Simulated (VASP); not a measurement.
**BeS: single point with PBEsol**

BeS:

```
Be S
1.0
     0.00000    2.41879    2.41879
     2.41879    0.00000    2.41879
     2.41879    2.41879    0.00000
Be S
1 1
Direct
  0.00000 0.00000 0.00000
  0.25000 0.25000 0.25000
```

```yaml
Program: VASP 6.6.1
Task: single point
Functional: PBEsol
Potentials_or_basis: VASP PAW PBE potentials, release 64 (Be, S)
Cutoff: 520 eV
k_mesh: 8 × 8 × 8
Occupations: fermi-dirac, width 0.02 eV
Spin: no spin polarisation
Dipole_correction: no
Further_INCAR_settings: ALGO = Normal; EDIFF = 1e-07; NBANDS = 11
```

```json
{
  "Pressure": "0.2 GPa",
  "Band gap on the k mesh": "2.91 eV, indirect (least direct gap 5.61 eV)"
}
```

Levels at points of the mesh, in eV from the valence-band top:
| k point | band 2 | band 3 | band 4 | band 5 | band 6 | band 7 |
| --- | --- | --- | --- | --- | --- | --- |
| (0.00, 0.00, 0.00) | 0.00 | 0.00 | 0.00 | 5.61 | 5.61 | 5.61 |
| (0.50, 0.00, 0.00) | -5.91 | -1.05 | -1.05 | 5.41 | 6.48 | 6.48 |
| (0.50, 0.50, 0.00) | -5.11 | -2.70 | -2.70 | 2.91 | 4.80 | 12.81 |

It took 12 s on 1 thread of Intel Xeon 8259CL, with other jobs on the host, peak memory 0.15 GiB.

Caveat: the PAW data sets were made with another functional, which shifts forces and pressure a little. PBEsol gaps usually lie below the measured ones, often by a third to a half.
